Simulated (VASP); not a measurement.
Write the native input for VASP 6.6.1 that does the following.

```
Task                   : single point
Functional             : LDA
Potentials or basis    : VASP PAW LDA potentials, release 64 (Si)
Cutoff                 : 520 eV
k mesh                 : 10 × 10 × 10
Occupations            : gaussian, width 0.02 eV
Spin                   : no spin polarisation
Dipole correction      : no
Further INCAR settings : ALGO = Normal; EDIFF = 1e-07; NBANDS = 11
```

The structure of Si lies in POSCAR:

```
Si
1.0
    0.0000000000      2.7008304894      2.7008304894
    2.7008304894      0.0000000000      2.7008304894
    2.7008304894      2.7008304894      0.0000000000
Si
2
Direct
    0.5000000000      0.5000000000      0.5000000000
    0.7500000000      0.7500000000      0.7500000000
```

The input as run:

INCAR

```
PREC     = Accurate       # precision mode
ENCUT    = 520            # plane-wave cutoff, eV
EDIFF    = 1E-7           # SCF threshold, eV
ISMEAR   = 0              # smearing method
SIGMA    = 0.02           # smearing width, eV
LREAL    = F              # projectors in reciprocal space
LASPH    = T              # aspherical terms in the spheres
NELM     = 80             # most SCF steps
ALGO     = Normal         # electronic algorithm
ISIF     = 2              # what is computed and relaxed
LWAVE    = F              # write WAVECAR
LCHARG   = F              # write CHGCAR
NBANDS   = 11             # bands
```

KPOINTS

```
regular mesh
0
Gamma
  10 10 10
```

Potentials or basis: VASP PAW LDA potentials, release 64 (Si).

Launch:

```bash
$ cat potpaw_LDA.64/Si/POTCAR > POTCAR
$ mpirun -np 1 vasp_std > vasp.out
```

Results of the run:

```
Pressure               : 0.1 GPa
Band gap on the k mesh : 0.45 eV (least direct gap 2.53 eV)
```

Run time: 9.8 s on 1 thread of Intel(R) Xeon(R) Platinum 8375C CPU @ 2.90GHz (Ice Lake), on a shared host, peak memory 0.14 GiB.
